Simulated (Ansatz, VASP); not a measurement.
# One calculation of P, two programs

The input INCAR:

```
ALGO     = Normal         # electronic algorithm
EDIFF    = 1E-7           # SCF threshold, eV
ENCUT    = 520            # plane-wave cutoff, eV
GGA      = PE             # functional
ISIF     = 2              # what is computed and relaxed
ISMEAR   = -1             # smearing method
LASPH    = T              # aspherical terms in the spheres
LCHARG   = F              # write CHGCAR
LREAL    = F              # projectors in reciprocal space
LWAVE    = F              # write WAVECAR
NBANDS   = 12             # bands
NELM     = 100            # most SCF steps
PREC     = Accurate       # precision mode
SIGMA    = 0.1            # smearing width, eV
```

File KPOINTS:

```
k-points
0
Gamma
  12 12 12
```

Contents of POSCAR:

```
P
1.0
    0.0000000000      2.1780050753      2.1780050753
    2.1780050753      0.0000000000      2.1780050753
    2.1780050753      2.1780050753      0.0000000000
P
2
Direct
   -0.1250000000     -0.1250000000     -0.1250000000
    0.1250000000      0.1250000000      0.1250000000
```

Input for Ansatz:

```yaml
crystal:
  lattice:
    - [0.0, 2.1780050753, 2.1780050753]
    - [2.1780050753, 0.0, 2.1780050753]
    - [2.1780050753, 2.1780050753, 0.0]
  atoms:
    - { symbol: P, position: [-0.125, -0.125, -0.125] }
    - { symbol: P, position: [0.125, 0.125, 0.125] }
kpoints:
  mp_grid: { grid: [12, 12, 12] }
scf:
  occupations: { method: fermi_dirac, width: 0.1 }
hamiltonian:
  xc: pbe
  pseudopotentials: { kind: nc }
output:
  forces: true
  stress: true
  eigenvalues: true
```

Change from the starting cell: volume scaled by 0.5, norm-conserving files.

Alike in both runs: task single point; functional PBE; k mesh 12 × 12 × 12; occupations fermi-dirac, width 0.1 eV; no spin polarisation.

```csv
,VASP,Ansatz
version,VASP 6.6.1,Ansatz 0.2.0
potentials or method,"VASP PAW PBE potentials, release 64 (P)","norm-conserving pseudopotentials, scalar-relativistic"
plane-wave cutoff (eV),520,599
valence electrons in the cell,10,10
```

VASP gave:

| Quantity | Value |
| --- | --- |
| pressure (GPa) | 151.8 |

Problem. What did Ansatz give for the same quantities?

Solution. Pressure (GPa): 152.6.

Both programs put the cell under a high pressure, so it lies far from rest at this level. With one functional, cell and mesh, what is left measures potentials, basis and numerics.

Noted on VASP's run: the cell as given lies far from equilibrium.
